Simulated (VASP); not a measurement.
**Ga: single point with RPBE**

The system is Ga.

```xyz
2
Lattice="2.8886 0.0000 -0.0395 0.0000 3.3054 0.0000 -1.4534 0.0000 4.1992" Properties=species:S:1:pos:R:3 pbc="T T T"
Ga   -0.7602    2.4791    3.2215
Ga    2.1954    0.8264    0.9382
```

```json
{"Program": "VASP 6.6.1", "Task": "single point", "Functional": "RPBE", "Potentials or basis": "VASP PAW PBE potentials, release 64 (Ga_d)", "Cutoff": "520 eV", "k mesh": "10 × 8 × 7", "Occupations": "fermi-dirac, width 0.05 eV", "Spin": "no spin polarisation"}
```

```
Pressure               : 0.3 GPa
Largest force          : 0.005 eV/Å
Band gap on the k mesh : zero (band 13 reaches 9.51 eV, above the bottom of band 14 at 1.41 eV)
```

Forces in eV/Å, atoms in the order of the input:
```
Ga  -0.003  0.000  0.003
Ga   0.003  0.000 -0.003
```

Levels at points of the mesh, in eV from the Fermi level:
| k point | band 10 | band 11 | band 12 | band 13 | band 14 | band 15 | band 16 | band 17 |
| --- | --- | --- | --- | --- | --- | --- | --- | --- |
| (0.00, 0.00, 0.00) | -14.61 | -10.65 | -2.01 | -1.83 | 2.41 | 5.96 | 8.31 | 9.36 |
| (0.50, 0.00, 0.00) | -14.64 | -6.05 | -4.83 | -1.57 | -0.40 | 6.23 | 6.29 | 8.75 |
| (0.00, 0.50, 0.00) | -14.67 | -7.17 | -7.17 | 1.67 | 1.67 | 2.31 | 2.31 | 10.56 |
| (0.50, 0.50, 0.00) | -14.64 | -2.74 | -2.74 | -1.39 | -1.39 | 1.89 | 1.89 | 3.99 |

Wall time 80 s on 1 thread of AMD EPYC 9R45 96-Core Processor (Zen 5), with other jobs on the host, peak memory 0.21 GiB.

Caveat: the PAW data sets were made with another functional, which shifts forces and pressure a little.
